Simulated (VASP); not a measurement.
Set up this calculation in VASP 6.6.1, as the native input.

| Item | Value |
| --- | --- |
| Task | single point |
| Functional | PBE |
| Potentials or basis | VASP PAW PBE potentials, release 64 (Ba_sv, Ti_sv, O) |
| Cutoff | 520 eV |
| k mesh | 8 × 8 × 8 |
| Occupations | fermi-dirac, width 0.02 eV |
| Spin | no spin polarisation |
| Dipole correction | no |
| Further INCAR settings | ALGO = Normal; EDIFF = 1e-06; NBANDS = 28 |

The structure of BaTiO3 lies in POSCAR:

```
BaTiO3
1.0
    3.9841000000      0.0000000000      0.0000000000
    0.0000000000      2.8370500000      2.8173420000
    0.0000000000     -2.8370500000      2.8173420000
Ba Ti O
1 1 3
Direct
    0.0000000000      0.0056118417      0.0056118417
    0.5000000000      0.5178721043      0.5178721043
    0.0000000000      0.4930599671      0.4930599671
    0.5000000000      0.4934704373      0.9862056495
    0.5000000000      0.9862056495      0.4934704373
```

This cell differs from its parent crystal: z stretched by -1 %, then relaxed in part.

These files were run (other wordings do the same):

INCAR

```
SYSTEM = BaTiO3
PREC = Accurate
ENCUT = 520
EDIFF = 1E-6
ISMEAR = -1
SIGMA = 0.02
LREAL = .False.
LASPH = .True.
NELM = 80
ALGO = Normal
ISIF = 2
LWAVE = .False.
LCHARG = .True.
GGA = PE
LELF = .True.
LVHAR = .True.
NBANDS = 28
```

KPOINTS

```
Automatic mesh
0
Gamma
  8 8 8
  0 0 0
```

Potentials or basis: VASP PAW PBE potentials, release 64 (Ba_sv, Ti_sv, O).

The run is started by

```sh
$ cat potpaw_PBE.64/Ba_sv/POTCAR potpaw_PBE.64/Ti_sv/POTCAR potpaw_PBE.64/O/POTCAR > POTCAR
$ mpirun -np 1 vasp_std > vasp.out
```

Results of the run:

| Item | Value |
| --- | --- |
| Pressure | 7.0 GPa |
| Largest force | 0.068 eV/Å |
| Band gap on the k mesh | 2.07 eV (least direct gap 2.41 eV) |

Caveat: the cell differs from its parent crystal (z stretched by -1 %, then relaxed in part); the cell stands under pressure; spin-orbit coupling is left out, which moves the levels of the heavy elements.

Wall time 81 s on 1 thread of Intel(R) Xeon(R) 6975P-C (Granite Rapids), on a shared host, peak memory 0.3 GiB.
